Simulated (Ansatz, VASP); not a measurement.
## Two plane-wave programs on Ca

```
Ca
1.0
     3.95159    0.00000    0.00000
    -1.97580    3.42218    0.00000
     0.00000    0.00000   12.90589
Ca
4
Direct
  0.00000 0.00000 0.00000
  0.00000 0.00000 0.50000
  0.33333 0.66667 0.25000
  0.66667 0.33333 0.75000
```

Alike in both runs: task relaxation of cell and atoms; functional PBE; k mesh 9 × 9 × 3; occupations fermi-dirac, width 0.1 eV; no spin polarisation.

|  | VASP | Ansatz |
| --- | --- | --- |
| version | VASP 6.6.1 | Ansatz 0.2.0 |
| potentials or method | VASP PAW PBE potentials, release 64 (Ca_sv), cutoff 600 eV | plane waves (420 eV) with PAW, scalar-relativistic |
| valence electrons in the cell | 40 | 40 |

```csv
,VASP,Ansatz,Ansatz less VASP
relaxed volume (Å³/atom),42.45,42.30,-0.142
relaxed length of the cell vector where the two differ most in proportion (Å),3.913,3.906,-0.0071
```
